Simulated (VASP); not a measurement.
## I: relaxation of cell and atoms with PBE

The system is I.

```
I
1.0
     3.59000    0.00000    0.00000
    -1.79500    3.10903    0.00000
     0.00000    0.00000    5.86247
I
2
Direct
  0.33333 0.66667 0.25000
  0.66667 0.33333 0.75000
```

* Program: VASP 6.6.1
* Task: relaxation of cell and atoms
* Functional: PBE
* Potentials or basis: VASP PAW PBE potentials, release 64 (I)
* Cutoff: 600 eV
* k mesh: 6 × 6 × 3
* Occupations: fermi-dirac, width 0.02 eV
* Spin: no spin polarisation
* Target pressure: 5 GPa
* Dipole correction: no
* Further INCAR settings: ALGO = Normal; EDIFF = 1e-06; IBRION = 2; EDIFFG = -0.03; NSW = 50; ISIF = 3

- Relaxed volume: 31.95 Å³/atom
- Relaxed cell: a = 3.887 Å, b = 3.887 Å, c = 4.884 Å, α = 90.00°, β = 90.00°, γ = 120.00°
- Space group after relaxing (to 0.1 Å): P6_3/mmc (No. 194)
- Energy change on relaxing (the run minimises the enthalpy): -142.3 meV/atom
- Ionic steps: 16
- Pressure after relaxing: 5.0 GPa
- Band gap on the k mesh: zero (bands 7 and 8 overlap by 1.31 eV)

Stress tensor (GPa, compression positive):
```
4.92 0.00 0.00
0.00 4.92 0.00
0.00 0.00 5.14
```

Step by step:
```tsv
step	energy change (eV)	largest force (eV/Å)	pressure (GPa)	volume (Å³)
1	0.0000	0.0000	2.54	65.43
2	0.0954	0.0000	5.61	60.78
3	0.1071	0.0000	5.93	60.39
4	0.1194	0.0000	7.17	58.96
5	0.2742	0.0000	13.20	54.60
6	0.1370	0.0000	8.62	57.57
7	0.2003	0.0000	11.33	55.63
8	0.1513	0.0000	9.56	56.82
9	0.1156	0.0000	9.54	56.97
10	0.0885	0.0000	9.89	57.18
11	0.0245	0.0000	11.02	57.43
12	-0.1204	0.0000	8.37	59.87
13	-0.2633	0.0000	5.48	63.25
14	-0.2804	0.0000	5.10	63.78
15	-0.2845	0.0000	5.02	63.91
16	-0.2845	0.0000	4.99	63.91
```

Final structure:
```yaml
crystal:
  lattice:
    - [3.88700, 0.00000, 0.00000]
    - [-1.94350, 3.36624, 0.00000]
    - [0.00000, 0.00000, 4.88406]
  atoms:
    - { symbol: I, position: [0.33333, 0.66667, 0.25000] }
    - { symbol: I, position: [0.66667, 0.33333, 0.75000] }
```

Levels at points of the mesh, in eV from the Fermi level:
```
           k point  band 5  band 6  band 7  band 8  band 9  band 10
(0.00, 0.00, 0.00)   -1.61    0.24    0.24    1.81    4.32     6.55
(0.50, 0.00, 0.00)   -2.94   -2.47   -1.51    0.47    3.91     7.12
```

Run time: 110 s on 1 thread of Intel(R) Xeon(R) 6975P-C (Granite Rapids), with other jobs on the host, peak memory 0.2 GiB.

Caveat: the cell is relaxed towards a set pressure, so the run minimises the enthalpy, not the energy; a cell axis changed by over 15 % at a fixed basis, so the end point is rough; spin-orbit coupling is left out, which moves the levels of the heavy elements.
